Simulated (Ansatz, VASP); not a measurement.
Two plane-wave programs on KCdCO3F

```xyz
7
Lattice="5.0871 0.0000 0.0000 -2.5436 4.4056 0.0000 0.0000 0.0000 4.4531" Properties=species:S:1:pos:R:3 pbc="T T T"
K     0.0000    0.0000    0.0000
Cd    2.5436    1.4685    2.2266
C     0.0000    2.9371    2.2266
O     0.0000    1.6458    2.2266
O    -1.1183    3.5827    2.2266
O     1.1183    3.5827    2.2266
F     2.5436    1.4685    0.0000
```

Alike in both runs: functional PBE; dispersion D3(BJ); k mesh 6 × 6 × 6; occupations gaussian, width 0.02 eV; no spin polarisation.

Ansatz relaxed the structure, and its values are those at the end. VASP's run is a single point on that final structure, the one shown.

|  | VASP | Ansatz |
| --- | --- | --- |
| version | VASP 6.6.1 | Ansatz 0.2.0 |
| potentials or method | VASP PAW PBE potentials, release 64 (K_sv, Cd, C, O, F), cutoff 520 eV | scalar-relativistic, plane waves, PAW |
| valence electrons in the cell | 50 | 58 |

VASP gave:

| Quantity | Value |
| --- | --- |
| gap on the k mesh at the Fermi level (eV) | 1.88 |
| least direct gap on the mesh (eV) | 1.89 |
| pressure (GPa) | 0.8 |
| rms of the force components (eV/Å) | 0.098 |

Problem. What did Ansatz give for the same quantities?

Solution. gap on the k mesh at the Fermi level (eV): 1.91; least direct gap on the mesh (eV): 1.92; pressure (GPa): 0.0; rms of the force components (eV/Å): 0.000.

VASP's potentials hold 50 valence electrons a cell and Ansatz's 58, so a difference there can come from the potentials and not from the codes.
